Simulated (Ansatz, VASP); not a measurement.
Na in VASP and in Ansatz

```
Na
1.0
     3.58293    0.00000    0.00000
    -1.79147    3.10291    0.00000
     0.00000    0.00000   11.95133
Na
4
Cartesian
  0.0000 0.0000 0.0000
  0.0000 2.0686 2.9878
  0.0000 0.0000 5.9757
  1.7915 1.0343 8.9635
```

Alike in both runs: task single point; functional PBEsol; k mesh 15 × 15 × 4; occupations gaussian, width 0.1 eV; no spin polarisation.

|  | VASP | Ansatz |
| --- | --- | --- |
| version | VASP 6.6.1 | Ansatz 0.2.0 |
| potentials or method | VASP PAW PBE potentials, release 64 (Na_pv), cutoff 520 eV | scalar-relativistic, plane waves, PAW |
| valence electrons in the cell | 28 | 36 |

|  | VASP | Ansatz | Ansatz less VASP |
| --- | --- | --- | --- |
| gap on the k mesh at the Fermi level (eV) | none | none | - |
| pressure (GPa) | 0.8 | 0.8 | +0.05 |
| traceless stress, the component that is largest in VASP (GPa) | -0.19 | -0.19 | +0.003 |

VASP's potentials were made for PBE, not for PBEsol. A gap of «none» marks a metal or a gap that the smearing closes. With one functional, cell and mesh, what is left measures potentials, basis and numerics. VASP's potentials hold 28 valence electrons a cell and Ansatz's 36, so a difference there can come from the potentials and not from the codes.
